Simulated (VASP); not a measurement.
# BeS: single point with r2SCAN

Crystal: BeS.

```
Be S
1.0
     0.00000    2.45841    2.45841
     2.45841    0.00000    2.45841
     2.45841    2.45841    0.00000
Be S
1 1
Direct
  0.00000 0.00000 0.00000
  0.25000 0.25000 0.25000
```

This cell differs from its parent crystal: volume changed by +3%.

```json
{"Program": "VASP 6.6.1", "Task": "single point", "Functional": "r2SCAN", "Potentials or basis": "VASP PAW PBE potentials, release 64 (Be, S)", "Cutoff": "520 eV", "k mesh": "8 × 8 × 8", "Occupations": "gaussian, width 0.01 eV", "Spin": "no spin polarisation"}
```

The pressure is -2.5 GPa and the band gap on the k mesh is 3.66 eV, indirect (least direct gap 6.23 eV).

Levels at points of the mesh, in eV from the valence-band top:
| k point | band 2 | band 3 | band 4 | band 5 | band 6 | band 7 |
| --- | --- | --- | --- | --- | --- | --- |
| (0.00, 0.00, 0.00) | 0.00 | 0.00 | 0.00 | 6.28 | 6.28 | 6.28 |
| (0.50, 0.00, 0.00) | -5.69 | -1.00 | -1.00 | 5.95 | 7.15 | 7.15 |
| (0.50, 0.50, 0.00) | -4.98 | -2.57 | -2.57 | 3.66 | 5.42 | 13.53 |

Run time: 33 s on 1 thread of Intel Xeon 6975P-C, with other jobs on the host, peak memory 0.16 GiB.

Caveat: the PAW data sets were made with another functional, which shifts forces and pressure a little. A k mesh can miss the band edges.
